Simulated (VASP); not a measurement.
Wanted: the native input for a VASP 6.6.1 run.

- Task: single point
- Functional: PBE
- Dispersion: D3(BJ)
- Potentials or basis: VASP PAW PBE potentials, release 64 (Sb)
- Cutoff: 520 eV
- k mesh: 12 × 12 × 12
- Occupations: gaussian, width 0.1 eV
- Spin: no spin polarisation
- Dipole correction: no
- Further INCAR settings: ALGO = Normal; EDIFF = 1e-06; NBANDS = 12

The structure of Sb lies in POSCAR:

```
Sb
1.0
    2.1616021281      1.2480015706      3.6801938724
   -2.1616021281      1.2480015706      3.6801938724
    0.0000000000     -2.4960031411      3.6801938724
Sb
2
Direct
    0.2361958569      0.2361958569      0.2361958569
    0.7638041431      0.7638041431      0.7638041431
```

The input as run:

INCAR

```
SYSTEM = Sb
PREC = Accurate
ENCUT = 520
EDIFF = 1E-6
ISMEAR = 0
SIGMA = 0.1
LREAL = .FALSE.
LASPH = .TRUE.
NELM = 100
ALGO = Normal
ISIF = 2
LWAVE = .FALSE.
LCHARG = .FALSE.
GGA = PE
IVDW = 12
NBANDS = 12
```

KPOINTS

```
Automatic mesh
0
G
  12 12 12
  0 0 0
```

Potentials or basis: VASP PAW PBE potentials, release 64 (Sb).

Command:

```bash
$ cat potpaw_PBE.64/Sb/POTCAR > POTCAR
$ mpirun -np 1 vasp_std > vasp.out
```

Results of the run:

The pressure is 0.0 GPa and the largest force is 0.037 eV/Å. The band gap on the k mesh is zero (band 5 reaches 7.50 eV, above the bottom of band 6 at 7.26 eV) and the dispersion energy per atom is -0.480 eV.

Caveat: spin-orbit coupling is left out, which moves the levels of the heavy elements; pairwise dispersion overbinds metals, which lowers pressure and volume.

Run time: 51 s on 1 thread of Oxide Virtual Turin-like Processor (shared host), peak memory 0.25 GiB.
